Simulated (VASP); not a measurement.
# AlSi16 (a cell with a defect) in VASP: further runs

The runs below take AlSi16 (a cell with a defect) through single point, with PBE.

Program: VASP 6.6.1. These are calculated values, not measurements. Logs are shortened: lines on timing, memory, paths and dates and some standing lists are left out, and cuts for length are marked.

## Step 1: The cell of the first run

The cell holds a defect, 17 atoms: a = 7.679 Å, b = 7.679 Å, c = 7.679 Å, α = 60.00°, β = 60.00°, γ = 60.00°.

## Step 2: Single point, PBE, collinear spin, zero start

File INCAR:

```
PREC = Accurate
ENCUT = 520
EDIFF = 1E-7
ISMEAR = 0
SIGMA = 0.05
LREAL = Auto
LASPH = True
NELM = 150
ALGO = Normal
ISIF = 2
LWAVE = False
LCHARG = False
ISPIN = 2
MAGMOM = 0 0 0 0 0 0 0 0 0 0 0 0 0 0 0 0 0
LORBIT = 11
GGA = PE
NBANDS = 52
```

File KPOINTS:

```
Automatic mesh
0
Gamma
  2 2 2
```

File POSCAR:

```
AlSi16
1.0
    0.0000000000      5.4300000000      5.4300000000
    5.4300000000      0.0000000000      5.4300000000
    5.4300000000      5.4300000000      0.0000000000
Si Al
16 1
Direct
   -0.0018100368     -0.0022100368     -0.0072584715
    0.1204651934      0.1200357274      0.1231130755
   -0.0011276243     -0.0015635359      0.4979611418
    0.1225949355      0.1221308471      0.6216310313
   -0.0175649171      0.5012452118      0.0008026703
    0.1198703499      0.6228445672      0.1223482505
   -0.0018335175      0.4932644567      0.4972972376
    0.1204914365      0.6235737569      0.6195752302
    0.5016700737     -0.0180093002      0.0008023020
    0.6232541436      0.1194559853      0.1223040516
    0.4937436464     -0.0022834254      0.4972473297
    0.6240076427      0.1200558932      0.6195695212
    0.5002267956      0.4998004604     -0.0006487109
    0.6207824125      0.6203310313      0.1198286372
    0.5017129834      0.5012870166      0.4814846225
    0.6232310313      0.6227774401      0.6190140884
    0.3707259669      0.3702659300      0.8697513812
```

Potentials or basis: VASP PAW PBE potentials, release 64 (Si, Al).

The run is started by

```bash
$ cat potpaw_PBE.64/Si/POTCAR potpaw_PBE.64/Al/POTCAR > POTCAR
$ mpirun -np 1 vasp_std > vasp.out
```

OUTCAR:

```text
PREC = Accurate
   ENCUT = 520
   EDIFF = 1E-7
   ISMEAR = 0
   LREAL = Auto
   LASPH = True
   NELM = 150
   ISIF = 2
   ISPIN = 2
   LORBIT = 11
   GGA = PE

 ion  position               nearest neighbor table
   1  0.998  0.998  0.993-   4 2.33   2 2.35  10 2.35   6 2.35
   2  0.120  0.120  0.123-   3 2.35   1 2.35   9 2.39   5 2.39  17 2.72
   3  0.999  0.998  0.498-   4 2.33   2 2.35   8 2.35  12 2.35
   4  0.123  0.122  0.622-   3 2.33   1 2.33   7 2.33  11 2.33
   5  0.982  0.501  0.001-  14 2.27   6 2.39   2 2.39   8 2.39  17 2.43
   6  0.120  0.623  0.122-   1 2.35   7 2.35  13 2.39   5 2.39  17 2.74
   7  0.998  0.493  0.497-   4 2.33   8 2.35  16 2.35   6 2.35
   8  0.120  0.624  0.620-   3 2.35   7 2.35  15 2.39   5 2.39  17 2.72
   9  0.502  0.982  0.001-  14 2.27  10 2.39   2 2.39  12 2.39  17 2.43
  10  0.623  0.119  0.122-   1 2.35  11 2.35  13 2.39   9 2.39  17 2.74
  11  0.494  0.998  0.497-   4 2.33  12 2.35  16 2.35  10 2.35
  12  0.624  0.120  0.620-   3 2.35  11 2.35  15 2.39   9 2.39  17 2.72
  13  0.500  0.500  0.999-  14 2.27  16 2.39  10 2.39   6 2.39  17 2.44
  14  0.621  0.620  0.120-  13 2.27   5 2.27  15 2.27   9 2.27
  15  0.502  0.501  0.481-  14 2.27  16 2.39   8 2.39  12 2.39  17 2.43
  16  0.623  0.623  0.619-   7 2.35  11 2.35  13 2.39  15 2.39  17 2.74
  17  0.371  0.370  0.870-  15 2.43   9 2.43   5 2.43  13 2.44  12 2.72   8 2.72   2 2.72  16 2.74
                            10 2.74   6 2.74

  LATTYP: Found a face centered cubic cell.
 ALAT       =    10.8600000000

  Lattice vectors:

 A1 = (   0.0000000000,   5.4300000000,   5.4300000000)
 A2 = (   5.4300000000,   0.0000000000,   5.4300000000)
 A3 = (   5.4300000000,   5.4300000000,   0.0000000000)

Analysis of symmetry for initial positions (statically):
=====================================================================
 Subroutine PRICEL returns:
 Original cell was already a primitive cell.

 Routine SETGRP: Setting up the symmetry group for a
 face centered cubic supercell.

 Subroutine GETGRP returns: Found  1 space group operations
 (whereof  1 operations were pure point group operations)
 out of a pool of 48 trial point group operations.

The static configuration has the point symmetry C_1 .

Analysis of symmetry for dynamics (positions and initial velocities):
=====================================================================
 Subroutine PRICEL returns:
 Original cell was already a primitive cell.

 Routine SETGRP: Setting up the symmetry group for a
 face centered cubic supercell.

 Subroutine GETGRP returns: Found  1 space group operations
 (whereof  1 operations were pure point group operations)
[... 176 lines left out ...]
  free energy    TOTEN  =       -86.69639349 eV

  energy without entropy =      -86.68934129  energy(sigma->0) =      -86.69286739

 E-fermi :   6.9018     XC(G=0):  -9.6572

 val. band max:        6.9015503498   @ k =   0.0000   0.0000   0.0000
 cond. band min:       6.9020520062   @ k =   0.0000   0.0000   0.0000
 fundamental gap:      0.0005016565
 Fermi energy:         6.9018012372

 spin component 1

 k-point     1 :       0.0000    0.0000    0.0000
  band No.  band energies     occupation
      1      -6.0067      1.00000
      2      -3.5562      1.00000
      3      -3.5370      1.00000
      4      -3.5364      1.00000
      5      -3.5352      1.00000
      6      -2.4031      1.00000
[... 373 lines left out ...]
     44      10.3344      0.00000
     45      10.4597      0.00000
 Fermi energy:         6.9018012372

 spin component 2

 k-point     1 :       0.0000    0.0000    0.0000
  band No.  band energies     occupation
      1      -6.0067      1.00000
      2      -3.5562      1.00000
      3      -3.5370      1.00000
      4      -3.5364      1.00000
      5      -3.5352      1.00000
      6      -2.4031      1.00000
[... 373 lines left out ...]
     44      10.3344      0.00000
     45      10.4597      0.00000
 [bands above 45 left out]

------------------------ aborting loop because EDIFF is reached ----------------------------------------

  FORCE on cell =-STRESS in cart. coord.  units (eV):
  Direction    XX          YY          ZZ          XY          YZ          ZX
  --------------------------------------------------------------------------------------
  -------------------------------------------------------------------------------------
  Total       10.7810962     10.7813886     10.7805611      0.0271063      0.0253343      0.0258731
  in kB       53.9441084     53.9455713     53.9414308      0.1356284      0.1267624      0.1294581
  external PRESSURE =      53.9437035 kB  Pullay stress =       0.0000000 kB

 VOLUME and BASIS-vectors are now :
 -----------------------------------------------------------------------------
  energy-cutoff  :      520.00
  volume of cell :      320.21
      direct lattice vectors                 reciprocal lattice vectors
     0.000000000  5.430000000  5.430000000    -0.092081031  0.092081031  0.092081031
     5.430000000  0.000000000  5.430000000     0.092081031 -0.092081031  0.092081031
     5.430000000  5.430000000  0.000000000     0.092081031  0.092081031 -0.092081031

 POSITION                                       TOTAL-FORCE (eV/Angst)
 -----------------------------------------------------------------------------------
     10.80859     10.81076     10.83817         0.000601      0.001484     -0.010767
      1.32030      1.32263      1.30592        -0.004478     -0.004361     -0.008723
      8.12544      8.12781     10.84539        -0.008866     -0.008051     -0.009150
      4.03863      4.04115      1.32886        -0.006486     -0.007017     -0.006609
      2.72612      5.33898      8.05638        -0.017428      0.016490      0.017550
      4.04640      1.31525      4.03294         0.003481      0.002047      0.002090
[... 9 lines left out ...]
      6.74293      6.74539      6.76583         0.002544      0.002724      0.006311
      6.73329      6.73579      4.02359         0.012239      0.011765      0.011455
 -----------------------------------------------------------------------------------
    total drift:                                0.001490     -0.005989     -0.012908

  FREE ENERGIE OF THE ION-ELECTRON SYSTEM (eV)
  ---------------------------------------------------
  free  energy   TOTEN  =       -86.6963934881 eV

  energy  without entropy=      -86.6893412938  energy(sigma->0) =      -86.69286739

 total charge

# of ion       s       p       d       tot
------------------------------------------
    1        0.746   0.950   0.000   1.696
    2        0.743   0.929   0.000   1.672
    3        0.746   0.949   0.000   1.695
    4        0.736   0.970   0.000   1.706
    5        0.759   0.949   0.000   1.707
    6        0.743   0.930   0.000   1.672
[... 9 lines left out ...]
   16        0.743   0.930   0.000   1.672
   17        0.507   0.335   0.000   0.842
--------------------------------------------------
tot         12.479  15.470   0.000  27.950

 magnetization (x)

# of ion       s       p       d       tot
------------------------------------------
    1        0.000  -0.000   0.000  -0.000
    2       -0.000   0.000   0.000  -0.000
    3        0.000  -0.000   0.000  -0.000
    4       -0.000   0.000   0.000   0.000
    5       -0.000  -0.000   0.000  -0.000
    6       -0.000   0.000   0.000  -0.000
[... 9 lines left out ...]
   16       -0.000   0.000   0.000  -0.000
   17       -0.000  -0.000   0.000  -0.000
--------------------------------------------------
tot         -0.000  -0.000   0.000  -0.000
```

It took 5.7 min on 1 thread of Intel Xeon 6975P-C (Granite Rapids), shared host; peak memory 0.7 GiB.

Results:

| Quantity | Value |
| --- | --- |
| Free energy | -86.6964 eV |
| Pressure | 5.4 GPa |
| Largest force | 0.030 eV/Å |
| Net moment | 0.00 μB per cell |
| Valence electrons inside the program's atomic spheres | Si 1.70, 1.67, 1.71, 1.75 (each value once); Al 0.84 |

Forces in eV/Å, atoms in the order of the input:
```
Si   0.001  0.001 -0.011
Si  -0.004 -0.004 -0.009
Si  -0.009 -0.008 -0.009
Si  -0.006 -0.007 -0.007
Si  -0.017  0.016  0.018
Si   0.003  0.002  0.002
Si   0.000 -0.009  0.001
Si  -0.005 -0.011 -0.005
Si   0.015 -0.018  0.016
Si   0.003  0.005  0.003
Si  -0.007  0.001  0.000
Si  -0.012 -0.006 -0.006
Si  -0.003 -0.004 -0.005
Si   0.011  0.011  0.012
Si   0.016  0.016 -0.019
Si   0.003  0.003  0.006
Al   0.012  0.012  0.011
```

Levels at points of the mesh, in eV from the Fermi level:
Spin up:
```tsv
k point	band 29	band 30	band 31	band 32	band 33	band 34	band 35	band 36	band 37	band 38
(0.00, 0.00, 0.00)	-1.75	-1.74	-0.75	-0.75	-0.75	-0.23	-0.22	-0.22	0.00	0.00
(0.50, 0.00, 0.00)	-1.58	-1.57	-1.41	-1.41	-0.61	0.23	0.54	0.55	0.87	0.87
(0.00, 0.50, 0.00)	-1.58	-1.57	-1.41	-1.41	-0.61	0.23	0.54	0.55	0.87	0.87
(0.00, 0.00, 0.50)	-1.58	-1.57	-1.41	-1.41	-0.61	0.23	0.54	0.55	0.87	0.87
(0.50, 0.50, 0.50)	-1.58	-1.57	-1.41	-1.41	-0.60	0.22	0.53	0.53	0.88	0.88
(0.50, 0.50, 0.00)	-2.15	-2.03	-2.02	-1.90	-0.26	0.19	1.09	1.40	1.41	1.45
(0.00, 0.50, 0.50)	-2.15	-2.03	-2.02	-1.90	-0.26	0.19	1.09	1.40	1.41	1.45
(0.50, 0.00, 0.50)	-2.15	-2.03	-2.02	-1.90	-0.26	0.19	1.09	1.40	1.41	1.45
```
Spin down:
```
           k point  band 29  band 30  band 31  band 32  band 33  band 34  band 35  band 36  band 37  band 38
(0.00, 0.00, 0.00)    -1.75    -1.74    -0.75    -0.75    -0.75    -0.23    -0.22    -0.22     0.00     0.00
(0.50, 0.00, 0.00)    -1.58    -1.57    -1.41    -1.41    -0.61     0.23     0.54     0.55     0.87     0.87
(0.00, 0.50, 0.00)    -1.58    -1.57    -1.41    -1.41    -0.61     0.23     0.54     0.55     0.87     0.87
(0.00, 0.00, 0.50)    -1.58    -1.57    -1.41    -1.41    -0.61     0.23     0.54     0.55     0.87     0.87
(0.50, 0.50, 0.50)    -1.58    -1.57    -1.41    -1.41    -0.60     0.22     0.53     0.53     0.88     0.88
(0.50, 0.50, 0.00)    -2.15    -2.03    -2.02    -1.90    -0.26     0.19     1.09     1.40     1.41     1.45
(0.00, 0.50, 0.50)    -2.15    -2.03    -2.02    -1.90    -0.26     0.19     1.09     1.40     1.41     1.45
(0.50, 0.00, 0.50)    -2.15    -2.03    -2.02    -1.90    -0.26     0.19     1.09     1.40     1.41     1.45
```

Caveat: the k points lie up to 0.50 Å⁻¹ apart; no moment was typed at the start, so none could form.

## Step 3: Single point, PBE, collinear spin

File INCAR:

```
SYSTEM = AlSi16
PREC = Accurate
ENCUT = 520
EDIFF = 1E-7
ISMEAR = 0
SIGMA = 0.05
LREAL = Auto
LASPH = .TRUE.
NELM = 150
ALGO = Normal
ISIF = 2
LWAVE = .FALSE.
LCHARG = .FALSE.
ISPIN = 2
MAGMOM = 0 0 0 0 0 0 0 0 0 0 0 0 0 0 0 0 1
LORBIT = 11
GGA = PE
NBANDS = 52
```

File KPOINTS:

```
Automatic mesh
0
G
  2 2 2
  0 0 0
```

File POSCAR:

```
AlSi16
1.0
    0.0000000000      5.4300000000      5.4300000000
    5.4300000000      0.0000000000      5.4300000000
    5.4300000000      5.4300000000      0.0000000000
Si Al
16 1
Direct
   -0.0124272302      0.0021330988      0.0055516723
    0.1095751705      0.1242408513      0.1424713059
   -0.0113478465      0.0038428781      0.5041663627
    0.1096434328      0.1241817649      0.6245318615
   -0.0124555886      0.5052634368      0.0055765457
    0.1180978150      0.6273589217      0.1276929308
   -0.0123977772      0.5052092676      0.5024755659
    0.1096136288      0.6421478705      0.6245585369
    0.4904222636      0.0022123268      0.0056562082
    0.6128073299      0.1325186660      0.1277221556
    0.4904750253      0.0021565962      0.5024748351
    0.6269443499      0.1244147972      0.6247026948
    0.4892384028      0.5036479592      0.0039640761
    0.6127794134      0.6274569288      0.1277470101
    0.4904533766      0.5053685786      0.5024996145
    0.6128364457      0.6274027502      0.6328382002
    0.2386377883      0.2538485072      0.7541621237
```

Potentials or basis: VASP PAW PBE potentials, release 64 (Si, Al).

The run is started by

```bash
$ cat potpaw_PBE.64/Si/POTCAR potpaw_PBE.64/Al/POTCAR > POTCAR
$ mpirun -np 1 vasp_std > vasp.out
```

It took 6.5 min on 1 thread of Intel Xeon 6975P-C (Granite Rapids), shared host; peak memory 0.71 GiB.

Results (log left out):

```
Free energy                                           : -86.6970 eV
Pressure                                              : 5.4 GPa
Largest force                                         : 0.022 eV/Å
Net moment                                            : 0.01 μB per cell
Valence electrons inside the program's atomic spheres : Si 1.67, 1.71, 1.75, 1.70 (each value once); Al 0.84
```

Forces on the atoms (eV/Å):
```
Si  -0.001  0.002  0.011
Si  -0.009 -0.018  0.009
Si  -0.001  0.002  0.002
Si   0.018  0.006  0.007
Si  -0.013  0.001  0.000
Si   0.003 -0.003 -0.003
Si  -0.002  0.010  0.002
Si  -0.009  0.008 -0.018
Si  -0.005 -0.013  0.004
Si  -0.003  0.003 -0.004
Si   0.014  0.005  0.005
Si   0.011 -0.012 -0.011
Si   0.002  0.000 -0.001
Si   0.003  0.004  0.003
Si  -0.005  0.004 -0.013
Si  -0.003 -0.004  0.003
Al  -0.001  0.004  0.003
```

Levels at points of the mesh, in eV from the Fermi level:
Spin up:
```
           k point  band 29  band 30  band 31  band 32  band 33  band 34  band 35  band 36  band 37  band 38
(0.00, 0.00, 0.00)    -1.75    -1.75    -0.75    -0.75    -0.75    -0.22    -0.22    -0.22     0.00     0.00
(0.50, 0.00, 0.00)    -1.57    -1.57    -1.41    -1.41    -0.61     0.22     0.54     0.54     0.87     0.87
(0.00, 0.50, 0.00)    -1.58    -1.57    -1.41    -1.41    -0.61     0.22     0.54     0.54     0.87     0.87
(0.00, 0.00, 0.50)    -1.58    -1.57    -1.41    -1.41    -0.61     0.22     0.54     0.54     0.87     0.87
(0.50, 0.50, 0.50)    -1.58    -1.57    -1.41    -1.41    -0.61     0.22     0.54     0.54     0.87     0.87
(0.50, 0.50, 0.00)    -2.15    -2.03    -2.03    -1.90    -0.26     0.19     1.09     1.40     1.40     1.45
(0.00, 0.50, 0.50)    -2.15    -2.03    -2.03    -1.90    -0.26     0.19     1.09     1.40     1.40     1.45
(0.50, 0.00, 0.50)    -2.15    -2.03    -2.03    -1.90    -0.26     0.19     1.09     1.40     1.40     1.45
```
Spin down:
```tsv
k point	band 29	band 30	band 31	band 32	band 33	band 34	band 35	band 36	band 37	band 38
(0.00, 0.00, 0.00)	-1.75	-1.75	-0.75	-0.75	-0.75	-0.22	-0.22	-0.22	0.00	0.00
(0.50, 0.00, 0.00)	-1.57	-1.57	-1.41	-1.41	-0.61	0.22	0.54	0.54	0.87	0.87
(0.00, 0.50, 0.00)	-1.58	-1.57	-1.41	-1.41	-0.61	0.22	0.54	0.55	0.87	0.87
(0.00, 0.00, 0.50)	-1.58	-1.57	-1.41	-1.41	-0.61	0.22	0.54	0.55	0.87	0.87
(0.50, 0.50, 0.50)	-1.58	-1.57	-1.41	-1.41	-0.61	0.22	0.54	0.55	0.87	0.87
(0.50, 0.50, 0.00)	-2.15	-2.03	-2.03	-1.90	-0.25	0.19	1.09	1.40	1.40	1.45
(0.00, 0.50, 0.50)	-2.15	-2.03	-2.03	-1.90	-0.25	0.19	1.09	1.40	1.40	1.45
(0.50, 0.00, 0.50)	-2.15	-2.03	-2.03	-1.90	-0.25	0.19	1.09	1.40	1.40	1.45
```

Caveat: the k points lie up to 0.50 Å⁻¹ apart.
